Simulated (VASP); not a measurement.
Input of a VASP 6.6.1 run:

INCAR

```
PREC = Accurate ; ENCUT = 630
EDIFF = 1E-6 ; ISMEAR = -1
SIGMA = 0.1 ; LREAL = F
LASPH = T ; NELM = 120
ALGO = Normal ; ISIF = 2
LWAVE = F ; LCHARG = F
GGA = PS ; NBANDS = 20
GGA_COMPAT = F
```

Contents of KPOINTS:

```
regular mesh
0
Gamma
  16 16 16
```

File POSCAR:

```
CdS
1.0
    0.0000000000      2.6359580041      2.6359580041
    2.6359580041      0.0000000000      2.6359580041
    2.6359580041      2.6359580041      0.0000000000
Cd S
1 1
Direct
    0.0000000000      0.0000000000      0.0000000000
    0.5000000000      0.5000000000      0.5000000000
```

Potentials or basis: VASP PAW PBE potentials, release 64 (Cd_sv_GW, S).

Run with:

```console
$ cat potpaw_PBE.64/Cd_sv_GW/POTCAR potpaw_PBE.64/S/POTCAR > POTCAR
$ mpirun -np 1 vasp_std > vasp.out
```

(1) Predict the pressure.

(2) Estimate the band gap on the k mesh.

Results:

(1) 6.9 GPa.

(2) 0.10 eV (least direct gap 2.37 eV).

Caveat: the cell stands under pressure; the smearing spreads over this small gap; semilocal functionals underestimate gaps, and a narrow one can read as zero; the PAW data sets were made with another functional, which shifts forces and pressure a little.
